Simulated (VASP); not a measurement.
Set up this calculation in VASP 6.6.1, as the native input.

```yaml
Task: single point
Functional: PBEsol
Potentials_or_basis: VASP PAW PBE potentials, release 64 (Na_pv, Cl)
Cutoff: 520 eV
k_mesh: 10 × 10 × 10
Occupations: gaussian, width 0.05 eV
Spin: no spin polarisation
Dipole_correction: no
Further_INCAR_settings: ALGO = Normal; EDIFF = 1e-07; NBANDS = 14
```

The structure of NaCl lies in POSCAR:

```
NaCl
1.0
    3.4009553048      0.0000000000      0.0000000000
    0.0000000000      3.4009553048      0.0000000000
    0.0000000000      0.0000000000      3.4009553048
Na Cl
1 1
Direct
    0.0000000000      0.0000000000      0.0000000000
    0.5000000000      0.5000000000      0.5000000000
```

This cell differs from its parent crystal: volume scaled by 0.960.

One way to write it, as run:

INCAR

```
PREC     = Accurate       # precision mode
ENCUT    = 520            # plane-wave cutoff, eV
EDIFF    = 1E-7           # SCF threshold, eV
ISMEAR   = 0              # smearing method
SIGMA    = 0.05           # smearing width, eV
LREAL    = False          # projectors in reciprocal space
LASPH    = True           # aspherical terms in the spheres
NELM     = 80             # most SCF steps
ALGO     = Normal         # electronic algorithm
ISIF     = 2              # what is computed and relaxed
LWAVE    = False          # write WAVECAR
LCHARG   = False          # write CHGCAR
GGA      = PS             # functional
NBANDS   = 14             # bands
```

KPOINTS

```
regular mesh
0
Gamma
  10 10 10
```

Potentials or basis: VASP PAW PBE potentials, release 64 (Na_pv, Cl).

Command:

```sh
$ cat potpaw_PBE.64/Na_pv/POTCAR potpaw_PBE.64/Cl/POTCAR > POTCAR
$ mpirun -np 1 vasp_std > vasp.out
```

Results of the run:

| Quantity | Value |
| --- | --- |
| Pressure | 1.3 GPa |
| Band gap on the k mesh | 4.13 eV, indirect (least direct gap 4.71 eV) |

Caveat: the PAW data sets were made with another functional, which shifts forces and pressure a little.

It took 12 s on 1 thread of Intel(R) Xeon(R) 6975P-C (Granite Rapids) (shared host), peak memory 0.16 GiB.
